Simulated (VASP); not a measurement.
Crystal: Ag.

```
Ag
1.0
     4.09000    0.00000    0.00000
     0.00000    4.09000    0.00000
     0.00000    0.00000    4.09000
Ag
4
Direct
  0.00000 0.00000 0.00000
  0.00000 0.50000 0.50000
  0.50000 0.00000 0.50000
  0.50000 0.50000 0.00000
```

- Program: VASP 6.6.1
- Task: relaxation of cell and atoms
- Functional: LDA
- Potentials or basis: VASP PAW LDA potentials, release 64 (Ag)
- Cutoff: 600 eV
- k mesh: 4 × 4 × 4
- Occupations: fermi-dirac, width 0.1 eV
- Spin: no spin polarisation

At the start: pressure -7.9 GPa; volume 17.10 Å³/atom.

**Question.** Where does the relaxation end?

**Answer.** Over 3 steps the energy falls by 29.6 meV/atom and the volume is 16.00 Å³/atom (-6.5 %); space group Fm-3m (No. 225, to 0.05 Å).

Step by step:
| step | energy change (eV) | largest force (eV/Å) | pressure (GPa) | volume (Å³) |
| --- | --- | --- | --- | --- |
| 1 | 0.0000 | 0.0000 | -7.87 | 68.42 |
| 2 | -0.0215 | 0.0000 | 9.38 | 60.43 |
| 3 | -0.1184 | 0.0000 | -0.08 | 63.99 |

Final structure:
```cif
data_structure
_symmetry_space_group_name_H-M 'P 1'
_symmetry_Int_Tables_number 1
_cell_length_a 3.9997
_cell_length_b 3.9997
_cell_length_c 3.9997
_cell_angle_alpha 90.000
_cell_angle_beta 90.000
_cell_angle_gamma 90.000
_cell_volume 63.99
loop_
_atom_site_label
_atom_site_type_symbol
_atom_site_fract_x
_atom_site_fract_y
_atom_site_fract_z
_atom_site_occupancy
Ag1 Ag 0.00000 0.00000 0.00000 1
Ag2 Ag 0.00000 0.50000 0.50000 1
Ag3 Ag 0.50000 0.00000 0.50000 1
Ag4 Ag 0.50000 0.50000 0.00000 1
```

Caveat: the k points lie up to 0.39 Å⁻¹ apart in the final cell.
